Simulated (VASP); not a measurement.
# Be2ZnO3 (Cmc2_1) in VASP: notebook, part 2 of 2

VASP 6.6.1. The steps go on from the part before.

## 4. Single point, PBE (7.93 Å³/atom)

This run uses another cell than the first one, of 7.93 Å³/atom.

File INCAR:

```
PREC = Accurate ; ENCUT = 600
EDIFF = 1E-6 ; ISMEAR = 0
SIGMA = 0.02 ; LREAL = False
LASPH = True ; NELM = 120
ALGO = Normal ; ISIF = 2
LWAVE = False ; LCHARG = False
GGA = PE ; NBANDS = 46
GGA_COMPAT = False
```

File KPOINTS:

```
Automatic mesh
0
Gamma
  6 6 6
```

File POSCAR:

```
Be2ZnO3
1.0
    4.2718917943     -2.4555144487      0.0000000000
    4.2718917943      2.4555144487      0.0000000000
    0.0000000000      0.0000000000      4.5367158775
Be Zn O
4 2 6
Direct
    0.5138248541      0.8340762517      0.5051001917
    0.8340762517      0.5138248541      0.0051001917
    0.1659237483      0.4861751459      0.5051001917
    0.4861751459      0.1659237483      0.0051001917
    0.1805160204      0.8194839796      0.9951227219
    0.8194839796      0.1805160204      0.4951227219
    0.5503809928      0.8356242051      0.8640168234
    0.1643757949      0.4496190072      0.8640168234
    0.7828316181      0.2171683819      0.9309432479
    0.8356242051      0.5503809928      0.3640168234
    0.4496190072      0.1643757949      0.3640168234
    0.2171683819      0.7828316181      0.4309432479
```

Potentials or basis: VASP PAW PBE potentials, release 64 (Be, Zn, O).

Launch:

```
> cat potpaw_PBE.64/Be/POTCAR potpaw_PBE.64/Zn/POTCAR potpaw_PBE.64/O/POTCAR > POTCAR
> mpirun -np 1 vasp_std > vasp.out
```

OUTCAR:

```text
PREC = Accurate
   ENCUT = 600
   EDIFF = 1E-6
   ISMEAR = 0
   LREAL = False
   LASPH = True
   NELM = 120
   ISIF = 2
   GGA = PE

 ion  position               nearest neighbor table
   1  0.514  0.834  0.505-  11 1.62  10 1.63  12 1.64   7 1.64
   2  0.834  0.514  0.005-   8 1.62   7 1.63   9 1.64  10 1.64
   3  0.166  0.486  0.505-  10 1.62  11 1.63  12 1.64   8 1.64
   4  0.486  0.166  0.005-   7 1.62   8 1.63   9 1.64  11 1.64
   5  0.181  0.819  0.995-   7 1.96   8 1.96   9 1.97  12 1.99   6 2.88   6 2.88
   6  0.819  0.181  0.495-  10 1.96  11 1.96  12 1.97   9 1.99   5 2.88   5 2.88
   7  0.550  0.836  0.864-   4 1.62   2 1.63   1 1.64   5 1.96
   8  0.164  0.450  0.864-   2 1.62   4 1.63   3 1.64   5 1.96
   9  0.783  0.217  0.931-   2 1.64   4 1.64   5 1.97   6 1.99
  10  0.836  0.550  0.364-   3 1.62   1 1.63   2 1.64   6 1.96
  11  0.450  0.164  0.364-   1 1.62   3 1.63   4 1.64   6 1.96
  12  0.217  0.783  0.431-   1 1.64   3 1.64   6 1.97   5 1.99

  LATTYP: Found a base centered orthorhombic cell.
 ALAT       =     4.9110288974
 B/A-ratio  =     1.7397135645
 C/A-ratio  =     0.9237811408

[... 210 lines left out ...]
  band No.  band energies     occupation
      1     -15.6993      2.00000
      2     -14.1503      2.00000
      3     -13.8708      2.00000
      4     -13.8420      2.00000
      5     -13.8294      2.00000
      6     -13.8285      2.00000
[... 1165 lines left out ...]
     45      16.5118      0.00000
     46      16.9788      0.00000

 [... further k-points ...]
[... 5 lines left out ...]
  --------------------------------------------------------------------------------------
  -------------------------------------------------------------------------------------
  Total        7.7654365      7.7185410      7.6970032      0.0000000      0.0000000      0.0000000
  in kB      130.7200300    129.9306119    129.5680542      0.0000000      0.0000000      0.0000000
  external PRESSURE =     130.0728987 kB  Pullay stress =       0.0000000 kB

 VOLUME and BASIS-vectors are now :
 -----------------------------------------------------------------------------
  energy-cutoff  :      600.00
  volume of cell :       95.18
      direct lattice vectors                 reciprocal lattice vectors
     4.271891794 -2.455514449  0.000000000     0.117044163 -0.203623318  0.000000000
     4.271891794  2.455514449  0.000000000     0.117044163  0.203623318  0.000000000
     0.000000000  0.000000000  4.536715877     0.000000000  0.000000000  0.220423766

 POSITION                                       TOTAL-FORCE (eV/Angst)
 -----------------------------------------------------------------------------------
      5.75809      0.78638      2.29150         0.002767     -0.000280      0.002798
      5.75809     -0.78638      0.02314         0.002767      0.000280      0.002798
      2.78570      0.78638      2.29150        -0.002767     -0.000280      0.002798
      2.78570     -0.78638      0.02314        -0.002767      0.000280      0.002798
      4.27189      1.56900      4.51459         0.000000      0.006123     -0.006746
      4.27189     -1.56900      2.24623         0.000000     -0.006123     -0.006746
      5.92086      0.70042      3.91980         0.045901     -0.023936     -0.018375
      2.62292      0.70042      3.91980        -0.045901     -0.023936     -0.018375
      4.27189     -1.38899      4.22343         0.000000      0.050976      0.037901
      5.92086     -0.70042      1.65144         0.045901      0.023936     -0.018375
      2.62292     -0.70042      1.65144        -0.045901      0.023936     -0.018375
      4.27189      1.38899      1.95507         0.000000     -0.050976      0.037901
 -----------------------------------------------------------------------------------
    total drift:                               -0.000000     -0.000000      0.001372

  FREE ENERGIE OF THE ION-ELECTRON SYSTEM (eV)
  ---------------------------------------------------
  free  energy   TOTEN  =       -74.2143527576 eV

  energy  without entropy=      -74.2143527576  energy(sigma->0) =      -74.21435276
```

It took 9.2 min on 1 thread of Oxide Virtual Turin-like, shared host; peak memory 0.32 GiB.

What came out:

- Free energy: -74.2144 eV
- Pressure: 13.0 GPa
- Largest force: 0.064 eV/Å
- Band gap on the k mesh: 4.02 eV (least direct gap 4.08 eV)

Forces on the atoms (eV/Å):
```
Be   0.003  0.000  0.003
Be   0.003  0.000  0.003
Be  -0.003  0.000  0.003
Be  -0.003  0.000  0.003
Zn   0.000  0.006 -0.007
Zn   0.000 -0.006 -0.007
O    0.046 -0.024 -0.018
O   -0.046 -0.024 -0.018
O    0.000  0.051  0.038
O    0.046  0.024 -0.018
O   -0.046  0.024 -0.018
O    0.000 -0.051  0.038
```

Stress tensor (GPa, compression positive):
```
13.07  0.00  0.00
 0.00 12.99  0.00
 0.00  0.00 12.96
```

Caveat: the cell stands under pressure. A k mesh can miss the band edges.

## 5. Summary

```csv
cell,gap on the mesh (eV),pressure (GPa),largest force (eV/Å)
"a = 4.821, b = 4.821, c = 4.436 Å, angles 90.0, 90.0, 59.8°, 12 atoms, atomic positions A",4.31,30.1,0.08
"a = 4.875, b = 4.875, c = 4.487 Å, angles 90.0, 90.0, 59.8°, 12 atoms, atomic positions B",4.16,20.9,0.07
"a = 4.927, b = 4.927, c = 4.537 Å, angles 90.0, 90.0, 59.8°, 12 atoms, atomic positions C",4.02,13.0,0.06
```

Alike in all rows: task single point; level PBE; potentials or basis VASP PAW PBE potentials, release 64 (Be, Zn, O); no spin polarisation; k mesh 6 × 6 × 6; cutoff (eV) 600; smearing gaussian 0.02 eV.

Caveats: the cell stands under pressure.

Total energies depend on the potentials used, so only differences within one code and one set of settings carry meaning.
